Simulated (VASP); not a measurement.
# GaP (R-3m) in VASP: single point with r2SCAN

Aim: the single point of GaP with r2SCAN.

Everything below comes from runs of VASP 6.6.1. Logs are shortened: lines on timing, memory, paths and dates and some standing lists are left out, and cuts for length are marked.

### Step 1. The cell of the first run

The structure is trigonal, space group R-3m (No. 166). Conventional cell: a = 3.886 Å, b = 3.886 Å, c = 19.292 Å, α = 90.00°, β = 90.00°, γ = 120.00°. Ga (site symmetry 3m) has 3 P at 2.40 Å and 1 Ga at 2.49 Å within 3.2 Å. P (site symmetry 3m) has 1 P at 2.21 Å and 3 Ga at 2.40 Å within 2.9 Å.

### Step 2. Single point, r2SCAN

The input, POSCAR:

```
GaP
1.0
    1.9430151800      1.1218003300      6.4308101000
   -1.9430151800      1.1218003300      6.4308101000
    0.0000000000     -2.2436006700      6.4308101000
Ga P
2 2
Direct
    0.4353720004      0.4353720004      0.4353719985
    0.5646280011      0.5646280011      0.5646279986
    0.0573890000      0.0573890000      0.0573889997
    0.9426110015      0.9426110015      0.9426109973
```

The input, INCAR.step1:

```
SYSTEM = GaP
ALGO = Normal
EDIFF = 1E-5
ENCUT = 550
GGA = PE
GGA_COMPAT = .False.
ISMEAR = 0
LASPH = .True.
LCHARG = .False.
LREAL = .False.
LWAVE = .True.
NBANDS = 26
NELM = 120
PREC = Accurate
SIGMA = 0.01
```

The input, INCAR.step2:

```
SYSTEM = GaP
ALGO = Normal
EDIFF = 1E-6
ENCUT = 550
GGA_COMPAT = .False.
ISIF = 2
ISMEAR = 0
ISTART = 1
LASPH = .True.
LCHARG = .False.
LMIXTAU = .True.
LREAL = .False.
LWAVE = .False.
METAGGA = R2SCAN
NBANDS = 26
NELM = 120
PREC = Accurate
SIGMA = 0.01
```

The input, KPOINTS:

```
k-points
0
Gamma
  4 4 4
  0 0 0
```

Potentials or basis: VASP PAW PBE potentials, release 64 (Ga_d, P).

On the command line:

```
$ cat potpaw_PBE.64/Ga_d/POTCAR potpaw_PBE.64/P/POTCAR > POTCAR
$ cp INCAR.step1 INCAR
$ mpirun -np 1 vasp_std > vasp.out
$ cp INCAR.step2 INCAR
$ mpirun -np 1 vasp_std > vasp.out
```

OUTCAR:

```text
SYSTEM = GaP
   EDIFF = 1E-6
   ENCUT = 550
   ISIF = 2
   ISMEAR = 0
   ISTART = 1
   LASPH = .True.
   LREAL = .False.
   METAGGA = R2SCAN
   NELM = 120
   PREC = Accurate

 ion  position               nearest neighbor table
   1  0.435  0.435  0.435-   3 2.40   3 2.40   3 2.40   2 2.49
   2  0.565  0.565  0.565-   4 2.40   4 2.40   4 2.40   1 2.49
   3  0.057  0.057  0.057-   4 2.21   1 2.40   1 2.40   1 2.40
   4  0.943  0.943  0.943-   3 2.21   2 2.40   2 2.40   2 2.40

  LATTYP: Found a trigonal (rhomboedric) cell.
 ALAT       =     6.8109516598
 COS(alpha) =     0.8372328404

  Lattice vectors:

 A1 = (   1.9430151800,   1.1218003300,   6.4308101000)
 A2 = (  -1.9430151800,   1.1218003300,   6.4308101000)
 A3 = (   0.0000000000,  -2.2436006700,   6.4308101000)

Analysis of symmetry for initial positions (statically):
=====================================================================
 Subroutine PRICEL returns:
 Original cell was already a primitive cell.

 Routine SETGRP: Setting up the symmetry group for a
 trigonal (rhombohedral) supercell.

 Subroutine GETGRP returns: Found 12 space group operations
 (whereof 12 operations were pure point group operations)
 out of a pool of 12 trial point group operations.

The static configuration has the point symmetry D_3d.

Analysis of symmetry for dynamics (positions and initial velocities):
=====================================================================
 Subroutine PRICEL returns:
 Original cell was already a primitive cell.

 Routine SETGRP: Setting up the symmetry group for a
 trigonal (rhombohedral) supercell.

 Subroutine GETGRP returns: Found 12 space group operations
 (whereof 12 operations were pure point group operations)
 out of a pool of 12 trial point group operations.

The dynamic configuration has the point symmetry D_3d.

 Subroutine INISYM returns: Found 12 space group operations
 (whereof 12 operations are pure point group operations),
 and found     1 'primitive' translations

----------------------------------------------------------------------------------------

                                     Primitive cell

  volume of cell :      84.1025

  direct lattice vectors                    reciprocal lattice vectors
     1.943015180  1.121800330  6.430810100     0.257332009  0.148570705  0.051833801
    -1.943015180  1.121800330  6.430810100    -0.257332009  0.148570705  0.051833801
     0.000000000 -2.243600670  6.430810100     0.000000000 -0.297141410  0.051833801

  length of vectors
     6.810951660  6.810951660  6.810951660     0.301628514  0.301628514  0.301628515

  position of ions in fractional coordinates (direct lattice)
     0.435372000  0.435372000  0.435371999
     0.564628001  0.564628001  0.564627999
     0.057389000  0.057389000  0.057389000
     0.942611001  0.942611001  0.942610997

  ion indices of the primitive-cell ions
   primitive index   ion index
                 1           1
                 2           2
                 3           3
                 4           4

----------------------------------------------------------------------------------------

 KPOINTS: k-points

Automatic generation of k-mesh.
 Grid dimensions read from file:
 generate k-points for:    4    4    4

 Generating k-lattice:

  Cartesian coordinates                     Fractional coordinates (reciprocal lattice)
     0.064333002  0.037142676  0.012958450     0.250000000  0.000000000  0.000000000
    -0.064333002  0.037142676  0.012958450     0.000000000  0.250000000  0.000000000
     0.000000000 -0.074285353  0.012958450     0.000000000  0.000000000  0.250000000

  Length of vectors
     0.075407128  0.075407128  0.075407129

  Shift w.r.t. Gamma in fractional coordinates (k-lattice)
     0.000000000  0.000000000  0.000000000

 Subroutine IBZKPT returns following result:
 ===========================================

 Found     13 irreducible k-points:

 Following reciprocal coordinates:
            Coordinates               Weight
  0.000000  0.000000  0.000000      1.000000
  0.250000  0.000000  0.000000      6.000000
  0.500000  0.000000  0.000000      3.000000
  0.250000  0.250000  0.000000      6.000000
  0.500000  0.250000  0.000000     12.000000
 -0.250000  0.250000  0.000000      6.000000
  0.500000  0.500000  0.000000      3.000000
  0.250000  0.250000  0.250000      2.000000
  0.500000  0.250000  0.250000      6.000000
 -0.250000  0.250000  0.250000      6.000000
  0.500000  0.500000  0.250000      6.000000
 -0.250000  0.500000  0.250000      6.000000
  0.500000  0.500000  0.500000      1.000000
   k-points           NKPTS =     13   k-points in BZ     NKDIM =     13   number of bands    NBANDS=     26
   number of dos      NEDOS =    301   number of ions     NIONS =      4
   total plane-waves  NPLWV = 157464
   dimension x,y,z NGX =    54 NGY =   54 NGZ =   54
   dimension x,y,z NGXF=   108 NGYF=  108 NGZF=  108
   ions per type =               2   2
   NGX,Y,Z   is equivalent  to a cutoff of  13.18, 13.18, 13.18 a.u.
   NGXF,Y,Z  is equivalent  to a cutoff of  26.36, 26.36, 26.36 a.u.
 SYSTEM =  GaP
   PREC   = accura    normal or accurate (medium, high low for compatibility)
   ISTART =      1    job   : 0-new  1-cont  2-samecut
   ICHARG =      0    charge: 1-file 2-atom 10-const
   ISPIN  =      1    spin polarized calculation?
   LNONCOLLINEAR =      F non collinear calculations
   LSORBIT =      F    spin-orbit coupling
   LASPH  =      T    aspherical Exc in radial PAW
   ENCUT  =  550.0 eV  40.42 Ry    6.36 a.u.  13.02 13.02 13.02*2*pi/ulx,y,z
   NELM   =    120;   NELMIN=  2; NELMDL=  0     # of ELM steps
   EDIFF  = 0.1E-05   stopping-criterion for ELM
   LREAL  =      F    real-space projection
   EDIFFG = 0.1E-04   stopping-criterion for IOM
   NSW    =      0    number of steps for IOM
   IBRION =     -1    ionic relax: 0-MD 1-quasi-New 2-CG
   NFREE  =      0    steps in history (QN), initial steepest desc. (CG)
   ISIF   =      2    stress and relaxation
   ISYM   =      2    0-nonsym 1-usesym 2-fastsym
   POTIM  = 0.5000    time-step for ionic-motion
   TEBEG  =    0.0;   TEEND  =   0.0 temperature during run
   PSTRESS=    0.0 pullay stress
   NELECT =      36.0000    total number of electrons
   NUPDOWN=      -1.0000    fix difference up-down
   EMIN   =  10.00;   EMAX   =-10.00  energy-range for DOS
   EFERMI =   0.00;   METHOD = LEGACY
   ISMEAR =     0;   SIGMA  =   0.01  broadening in eV -4-tet -1-fermi 0-gaus
   EFERMI_NEDOS =   21; number of points for ismear=-14 and -15
   IALGO  =     38    algorithm
   IMIX   =      4    mixing-type and parameters
     AMIX     =   0.40;   BMIX     =  1.00
     AMIX_MAG =   1.60;   BMIX_MAG =  1.00
  volume/ion in A,a.u.               =      21.03       141.89
  Fermi-wavevector in a.u.,A,eV,Ry     =   1.233785  2.331515 20.711129  1.522225
  Thomas-Fermi vector in A             =   2.368501
   LORBIT       =      0    0 simple, 1 ext, 2 COOP (PROOUT), +10 PAW based schemes
   METAGGA = R2SCAN    functional components
   LHFCALC =     F    Hartree Fock is set to
   AEXX    =    0.0000 exact exchange contribution
   IVDW    =     0    specifies the selected vdW correction
   LEPSILON=     F    determine dielectric tensor
   LRPA    =     F    only Hartree local field effects (RPA)
 non-spin polarized calculation
 Gauss-broadening in eV      SIGMA  =   0.01
  energy-cutoff  :      550.00
  volume of cell :       84.10
 maximum number of plane-waves:      2491
 NGX is ok and might be reduce to    54
   NGX = 27   NGY = 27   NGZ = 27

 number of electron      36.0000008 magnetization

 Free energy of the ion-electron system (eV)
  ---------------------------------------------------
  ext. energy  EPLUGINS =         0.00000000
  ---------------------------------------------------
  free energy    TOTEN  =       -42.17932909 eV

  energy without entropy =      -42.17932909  energy(sigma->0) =      -42.17932909

 E-fermi :   4.5105     XC(G=0): -10.3604

 val. band max:        4.4583043537   @ k =   0.0000   0.0000   0.0000
 cond. band min:       5.5275378158   @ k =   0.5000   0.5000   0.0000
 fundamental gap:      1.0692334621
 Fermi energy:         4.5104932533

 k-point     1 :       0.0000    0.0000    0.0000
  band No.  band energies     occupation
      1     -10.7549      2.00000
      2     -10.6253      2.00000
      3     -10.6253      2.00000
      4     -10.6086      2.00000
      5     -10.6086      2.00000
      6     -10.5498      2.00000
[... 18 lines left out ...]
     25       9.1821      0.00000
     26      13.1431      0.00000

 k-point     2 :       0.2500    0.0000    0.0000
  band No.  band energies     occupation
      1     -10.7473      2.00000
      2     -10.6891      2.00000
      3     -10.6391      2.00000
      4     -10.6194      2.00000
      5     -10.5856      2.00000
      6     -10.5601      2.00000
[... 18 lines left out ...]
     25      11.0338      0.00000
     26      12.0728      0.00000

 k-point     3 :       0.5000    0.0000    0.0000
  band No.  band energies     occupation
      1     -10.7542      2.00000
      2     -10.7267      2.00000
      3     -10.6584      2.00000
      4     -10.6162      2.00000
      5     -10.5712      2.00000
      6     -10.5628      2.00000
[... 18 lines left out ...]
     25      11.4061      0.00000
     26      11.5573      0.00000

 k-point     4 :       0.2500    0.2500    0.0000
  band No.  band energies     occupation
      1     -10.7465      2.00000
      2     -10.6775      2.00000
      3     -10.6484      2.00000
      4     -10.6222      2.00000
      5     -10.5849      2.00000
      6     -10.5600      2.00000
[... 18 lines left out ...]
     25      11.3573      0.00000
     26      11.6395      0.00000
[... 177 lines left out ...]
      1     -10.7403      2.00000
      2     -10.6801      2.00000
      3     -10.6487      2.00000
      4     -10.6213      2.00000
      5     -10.5862      2.00000
      6     -10.5611      2.00000
[... 18 lines left out ...]
     25      11.7256      0.00000
     26      11.9165      0.00000

 k-point    12 :      -0.2500    0.5000    0.2500
  band No.  band energies     occupation
      1     -10.7314      2.00000
      2     -10.7214      2.00000
      3     -10.6705      2.00000
      4     -10.6125      2.00000
      5     -10.5916      2.00000
      6     -10.5469      2.00000
[... 18 lines left out ...]
     25      11.7171      0.00000
     26      12.1293      0.00000

 k-point    13 :       0.5000    0.5000    0.5000
  band No.  band energies     occupation
      1     -10.7517      2.00000
      2     -10.6224      2.00000
      3     -10.6224      2.00000
      4     -10.6117      2.00000
      5     -10.6117      2.00000
      6     -10.5511      2.00000
[... 18 lines left out ...]
     25      11.1076      0.00000
     26      11.3215      0.00000

------------------------ aborting loop because EDIFF is reached ----------------------------------------

  FORCE on cell =-STRESS in cart. coord.  units (eV):
  Direction    XX          YY          ZZ          XY          YZ          ZX
  --------------------------------------------------------------------------------------
  -------------------------------------------------------------------------------------
  Total       -1.0300167     -1.0300167     -1.5102557      0.0000000      0.0000000      0.0000000
  in kB      -19.6221311    -19.6221310    -28.7708288      0.0000000      0.0000000      0.0000000
  external PRESSURE =     -22.6716970 kB  Pullay stress =       0.0000000 kB

 VOLUME and BASIS-vectors are now :
 -----------------------------------------------------------------------------
  energy-cutoff  :      550.00
  volume of cell :       84.10
      direct lattice vectors                 reciprocal lattice vectors
     1.943015180  1.121800330  6.430810100     0.257332009  0.148570705  0.051833801
    -1.943015180  1.121800330  6.430810100    -0.257332009  0.148570705  0.051833801
     0.000000000 -2.243600670  6.430810100     0.000000000 -0.297141410  0.051833801

 POSITION                                       TOTAL-FORCE (eV/Angst)
 -----------------------------------------------------------------------------------
      0.00000     -0.00000      8.39938         0.000000     -0.000000      0.051433
      0.00000     -0.00000     10.89305         0.000000      0.000000     -0.051433
      0.00000      0.00000      1.10717         0.000000      0.000000     -0.018060
      0.00000     -0.00000     18.18526         0.000000     -0.000000      0.018060
 -----------------------------------------------------------------------------------
    total drift:                                0.000000     -0.000005     -0.000000

  FREE ENERGIE OF THE ION-ELECTRON SYSTEM (eV)
  ---------------------------------------------------
  free  energy   TOTEN  =       -42.1793290860 eV

  energy  without entropy=      -42.1793290860  energy(sigma->0) =      -42.17932909
```

It took 6.5 min on 1 thread of Intel Xeon 6975P-C, shared host; peak memory 0.43 GiB.

Results:

```yaml
Free_energy: -42.1793 eV
Pressure: -2.3 GPa
Largest_force: 0.051 eV/Å
Band_gap_on_the_k_mesh: 1.07 eV, indirect (least direct gap 1.48 eV)
```

Forces in eV/Å, atoms in the order of the input:
```
Ga   0.000  0.000  0.051
Ga   0.000  0.000 -0.051
P    0.000  0.000 -0.018
P    0.000  0.000  0.018
```

Stress tensor (GPa, compression positive):
```
-1.96  0.00  0.00
 0.00 -1.96  0.00
 0.00  0.00 -2.88
```

Levels at points of the mesh, in eV from the valence-band top:
| k point | band 14 | band 15 | band 16 | band 17 | band 18 | band 19 | band 20 | band 21 | band 22 | band 23 |
| --- | --- | --- | --- | --- | --- | --- | --- | --- | --- | --- |
| (0.00, 0.00, 0.00) | -1.88 | -1.88 | -0.25 | 0.00 | 0.00 | 1.48 | 1.95 | 3.04 | 3.93 | 3.93 |
| (0.50, 0.00, 0.00) | -5.70 | -4.62 | -2.96 | -2.73 | -1.81 | 1.90 | 3.01 | 4.01 | 4.82 | 6.66 |
| (0.50, 0.50, 0.00) | -6.94 | -3.95 | -3.24 | -1.26 | -0.53 | 1.07 | 1.76 | 1.84 | 4.34 | 4.41 |
| (0.50, 0.50, 0.50) | -3.78 | -1.79 | -1.79 | -0.26 | -0.26 | 1.49 | 2.73 | 4.13 | 4.13 | 5.38 |

Caveat: the k points lie up to 0.47 Å⁻¹ apart; the PAW data sets were made with another functional, which shifts forces and pressure a little. r2SCAN opens gaps a little over a GGA but as a rule still falls short of measured ones.
